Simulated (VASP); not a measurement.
# H in VASP: relaxation of cell and atoms with PBE

Aim: the relaxation of cell and atoms of H with PBE.

All numbers are computed with VASP 6.6.1; they aren't measurements. Logs are shortened: lines on timing, memory, paths and dates and some standing lists are left out, and cuts for length are marked.

## Step 1: The cell of the first run

The cell holds an amorphous packing of atoms, 10 atoms: a = 5.969 Å, b = 5.447 Å, c = 5.641 Å, α = 86.08°, β = 90.60°, γ = 94.78°.

## Step 2: Relaxation of cell and atoms, PBE

Input file INCAR:

```
SYSTEM = H
ALGO = Normal
EDIFF = 1E-6
EDIFFG = -0.04
ENCUT = 600
GGA = PE
IBRION = 2
ISIF = 3
ISMEAR = 0
ISYM = 0
LASPH = .TRUE.
LCHARG = .FALSE.
LREAL = .FALSE.
LWAVE = .FALSE.
NELM = 60
NSW = 45
PREC = Accurate
SIGMA = 0.1
```

Input file KPOINTS:

```
k-points
0
G
  3 3 3
  0 0 0
```

Input file POSCAR:

```
H
1.0
    5.9645971732     -0.2289548816     -0.0316037510
   -0.2441687162      5.4385131463      0.1953682192
   -0.0220667484      0.1825520626      5.6383166463
H
10
Direct
    0.5663214820      0.6207512766      0.8004930484
    0.9479832841      0.3667609395      0.6825712874
    0.6497906772      0.8405768754      0.3727754928
    0.2525824742      0.2938598484      0.3080376637
    0.0244762486      0.7703170051      0.9858142003
    0.0639691914      0.8571543086      0.8828769850
    0.3241358630      0.2235999891      0.2327237804
    0.4487352811      0.5889624273      0.8453206914
    0.7225199683      0.9192082064      0.2844508506
    0.8787465129      0.2782871724      0.6094831948
```

Potentials or basis: VASP PAW PBE potentials, release 64 (H).

Run with:

```bash
$ cat potpaw_PBE.64/H/POTCAR > POTCAR
$ mpirun -np 1 vasp_std > vasp.out
```

OUTCAR:

```text
SYSTEM = H
   EDIFF = 1E-6
   EDIFFG = -0.04
   ENCUT = 600
   GGA = PE
   IBRION = 2
   ISIF = 3
   ISMEAR = 0
   ISYM = 0
   LASPH = .TRUE.
   LREAL = .FALSE.
   NELM = 60
   NSW = 45
   PREC = Accurate

 ion  position               nearest neighbor table
   1  0.566  0.621  0.800-   8 0.75
   2  0.948  0.367  0.683-  10 0.75
   3  0.650  0.841  0.373-   9 0.75
   4  0.253  0.294  0.308-   7 0.75
   5  0.024  0.770  0.986-   6 0.75
   6  0.064  0.857  0.883-   5 0.75
   7  0.324  0.224  0.233-   4 0.75
   8  0.449  0.589  0.845-   1 0.75
   9  0.723  0.919  0.284-   3 0.75
  10  0.879  0.278  0.609-   2 0.75

IMPORTANT INFORMATION: All symmetrisations will be switched off!
NOSYMM: (Re-)initialisation of all symmetry stuff for point group C_1.

----------------------------------------------------------------------------------------

                                     Primitive cell

  volume of cell :     182.3694

  direct lattice vectors                    reciprocal lattice vectors
     5.964597173 -0.228954882 -0.031603751     0.167946972  0.007525326  0.000413648
    -0.244168716  5.438513146  0.195368219     0.007046964  0.184403654 -0.005942867
    -0.022066748  0.182552063  5.638316646     0.000697194 -0.006347424  0.177566139

  length of vectors
     5.969073510  5.447495970  5.641314280     0.168115993  0.184633921  0.177680921

  position of ions in fractional coordinates (direct lattice)
     0.566321482  0.620751277  0.800493048
     0.947983284  0.366760939  0.682571287
     0.649790677  0.840576875  0.372775493
     0.252582474  0.293859848  0.308037664
     0.024476249  0.770317005  0.985814200
     0.063969191  0.857154309  0.882876985
     0.324135863  0.223599989  0.232723780
     0.448735281  0.588962427  0.845320691
     0.722519968  0.919208206  0.284450851
     0.878746513  0.278287172  0.609483195

  ion indices of the primitive-cell ions
   primitive index   ion index
                 1           1
                 2           2
                 3           3
                 4           4
                 5           5
                 6           6
                 7           7
                 8           8
                 9           9
                10          10

----------------------------------------------------------------------------------------

 KPOINTS: k-points

Automatic generation of k-mesh.
 Grid dimensions read from file:
 generate k-points for:    3    3    3

 Generating k-lattice:

  Cartesian coordinates                     Fractional coordinates (reciprocal lattice)
     0.055982324  0.002508442  0.000137883     0.333333333 -0.000000000 -0.000000000
     0.002348988  0.061467885 -0.001980956     0.000000000  0.333333333  0.000000000
     0.000232398 -0.002115808  0.059188713     0.000000000  0.000000000  0.333333333

  Length of vectors
     0.056038664  0.061544640  0.059226974

  Shift w.r.t. Gamma in fractional coordinates (k-lattice)
     0.000000000  0.000000000  0.000000000

 Subroutine IBZKPT returns following result:
 ===========================================

 Found     14 irreducible k-points:

 Following reciprocal coordinates:
            Coordinates               Weight
  0.000000  0.000000  0.000000      1.000000
  0.333333 -0.000000 -0.000000      2.000000
 -0.000000  0.333333 -0.000000      2.000000
  0.333333  0.333333  0.000000      2.000000
 -0.333333  0.333333  0.000000      2.000000
  0.000000  0.000000  0.333333      2.000000
  0.333333 -0.000000  0.333333      2.000000
 -0.333333  0.000000  0.333333      2.000000
 -0.000000  0.333333  0.333333      2.000000
  0.333333  0.333333  0.333333      2.000000
 -0.333333  0.333333  0.333333      2.000000
  0.000000 -0.333333  0.333333      2.000000
  0.333333 -0.333333  0.333333      2.000000
 -0.333333 -0.333333  0.333333      2.000000
   k-points           NKPTS =     14   k-points in BZ     NKDIM =     14   number of bands    NBANDS=     11
   number of dos      NEDOS =    301   number of ions     NIONS =     10
   total plane-waves  NPLWV = 110592
   dimension x,y,z NGX =    48 NGY =   48 NGZ =   48
   dimension x,y,z NGXF=    96 NGYF=   96 NGZF=   96
   ions per type =              10
   NGX,Y,Z   is equivalent  to a cutoff of  13.37, 14.65, 14.15 a.u.
   NGXF,Y,Z  is equivalent  to a cutoff of  26.74, 29.30, 28.29 a.u.
 SYSTEM =  H
   PREC   = accura    normal or accurate (medium, high low for compatibility)
   ISTART =      0    job   : 0-new  1-cont  2-samecut
   ICHARG =      2    charge: 1-file 2-atom 10-const
   ISPIN  =      1    spin polarized calculation?
   LNONCOLLINEAR =      F non collinear calculations
   LSORBIT =      F    spin-orbit coupling
   LASPH  =      T    aspherical Exc in radial PAW
   ENCUT  =  600.0 eV  44.10 Ry    6.64 a.u.  11.92 10.88 11.27*2*pi/ulx,y,z
   NELM   =     60;   NELMIN=  2; NELMDL= -5     # of ELM steps
   EDIFF  = 0.1E-05   stopping-criterion for ELM
   LREAL  =      F    real-space projection
   EDIFFG = -.4E-01   stopping-criterion for IOM
   NSW    =     45    number of steps for IOM
   IBRION =      2    ionic relax: 0-MD 1-quasi-New 2-CG
   NFREE  =      1    steps in history (QN), initial steepest desc. (CG)
   ISIF   =      3    stress and relaxation
   ISYM   =      0    0-nonsym 1-usesym 2-fastsym
   POTIM  = 0.5000    time-step for ionic-motion
   TEBEG  =    0.0;   TEEND  =   0.0 temperature during run
   PSTRESS=    0.0 pullay stress
   NELECT =      10.0000    total number of electrons
   NUPDOWN=      -1.0000    fix difference up-down
   EMIN   =  10.00;   EMAX   =-10.00  energy-range for DOS
   EFERMI =   0.00;   METHOD = LEGACY
   ISMEAR =     0;   SIGMA  =   0.10  broadening in eV -4-tet -1-fermi 0-gaus
   EFERMI_NEDOS =   21; number of points for ismear=-14 and -15
   IALGO  =     38    algorithm
   IMIX   =      4    mixing-type and parameters
     AMIX     =   0.40;   BMIX     =  1.00
     AMIX_MAG =   1.60;   BMIX_MAG =  1.00
  volume/ion in A,a.u.               =      18.24       123.07
  Fermi-wavevector in a.u.,A,eV,Ry     =   0.621953  1.175321  5.263079  0.386825
  Thomas-Fermi vector in A             =   1.681638
   LORBIT       =      0    0 simple, 1 ext, 2 COOP (PROOUT), +10 PAW based schemes
   GGA     = PE    functional components
   LHFCALC =     F    Hartree Fock is set to
   AEXX    =    0.0000 exact exchange contribution
   IVDW    =     0    specifies the selected vdW correction
   LEPSILON=     F    determine dielectric tensor
   LRPA    =     F    only Hartree local field effects (RPA)
 conjugate gradient relaxation of ions
 non-spin polarized calculation
 Gauss-broadening in eV      SIGMA  =   0.10
  energy-cutoff  :      600.00
  volume of cell :      182.37
 maximum number of plane-waves:      6098
   NGX = 23   NGY = 21   NGZ = 23

--------------------------------------- Ionic step        1  -------------------------------------------

 number of electron      10.0000000 magnetization

 Free energy of the ion-electron system (eV)
  ---------------------------------------------------
  ext. energy  EPLUGINS =         0.00000000
  ---------------------------------------------------
  free energy    TOTEN  =       -33.93944535 eV

  energy without entropy =      -33.93944535  energy(sigma->0) =      -33.93944535

------------------------ aborting loop because EDIFF is reached ----------------------------------------

  FORCE on cell =-STRESS in cart. coord.  units (eV):
  Direction    XX          YY          ZZ          XY          YZ          ZX
  --------------------------------------------------------------------------------------
  -------------------------------------------------------------------------------------
  Total       -0.0076668     -0.0324799     -0.0132048     -0.0517319      0.0310938     -0.0267048
  in kB       -0.0673556     -0.2853470     -0.1160090     -0.4544826      0.2731692     -0.2346111
  external PRESSURE =      -0.1562372 kB  Pullay stress =       0.0000000 kB
[... 73 lines left out ...]
  energy  without entropy=      -33.9391675461  energy(sigma->0) =      -33.93916755

--------------------------------------- Ionic step        3  -------------------------------------------

 number of electron      10.0000000 magnetization

 Free energy of the ion-electron system (eV)
  ---------------------------------------------------
  ext. energy  EPLUGINS =         0.00000000
  ---------------------------------------------------
  free energy    TOTEN  =       -33.93952087 eV

  energy without entropy =      -33.93952087  energy(sigma->0) =      -33.93952087

 E-fermi :  -8.5347     XC(G=0):  -4.2781

 val. band max:       -9.0188075281   @ k =   0.3333   0.3333   0.0000
 cond. band min:       0.1712289812   @ k =   0.3333   0.3333   0.3333
 fundamental gap:      9.1900365092
 Fermi energy:        -8.5347350377

 k-point     1 :       0.0000    0.0000    0.0000
  band No.  band energies     occupation
      1     -10.3130      2.00000
      2      -9.3555      2.00000
      3      -9.3288      2.00000
      4      -9.2342      2.00000
      5      -9.1882      2.00000
      6       1.1244      0.00000
      7       1.2585      0.00000
      8       1.3993      0.00000
      9       2.0260      0.00000
     10       2.1344      0.00000
     11       2.8263      0.00000
[... 217 lines left out ...]
  FREE ENERGIE OF THE ION-ELECTRON SYSTEM (eV)
  ---------------------------------------------------
  free  energy   TOTEN  =       -33.9395208710 eV

  energy  without entropy=      -33.9395208710  energy(sigma->0) =      -33.93952087

 reached required accuracy - stopping structural energy minimisation
```

Wall time 37 s (1 thread of Intel Xeon 6975P-C (Granite Rapids), shared host); peak memory 0.31 GiB.

Results:

| Item | Value |
| --- | --- |
| Free energy | -33.9395 eV |
| Energy gained by relaxing | 0.0 meV/atom |
| Ionic steps | 3 |
| Pressure after relaxing | 0.0 GPa |
| Largest force after relaxing | 0.009 eV/Å |
| Band gap on the k mesh | 9.19 eV, indirect (least direct gap 9.34 eV) |

Forces in eV/Å, atoms in the order of the input:
```
H    0.002 -0.008 -0.003
H    0.003  0.002 -0.001
H   -0.004  0.001  0.003
H    0.002 -0.001 -0.001
H    0.001 -0.002  0.002
H    0.000  0.002 -0.002
H   -0.001  0.002  0.001
H   -0.004  0.006  0.003
H    0.003  0.000 -0.003
H   -0.002 -0.002  0.000
```

Final structure:
```xyz
10
Lattice="5.9645 -0.2294 -0.0319 -0.2446 5.4383 0.1956 -0.0223 0.1828 5.6382" Properties=species:S:1:pos:R:3 pbc="T T T"
H     3.2076    3.3920    4.6169
H     5.5492    1.9017    3.8898
H     3.6621    4.4908    2.2451
H     1.4278    1.5965    1.7862
H    -0.0643    4.3639    5.7080
H     0.1521    4.8080    5.1437
H     1.8734    1.1842    1.3456
H     2.5141    3.2547    4.8668
H     4.0780    4.8848    1.7610
H     5.1598    1.4234    3.4630
```

Levels at points of the mesh, in eV from the valence-band top:
```tsv
k point	band 1	band 2	band 3	band 4	band 5	band 6	band 7	band 8	band 9	band 10
(0.00, 0.00, 0.00)	-1.29	-0.34	-0.31	-0.22	-0.17	10.14	10.28	10.42	11.04	11.15
```
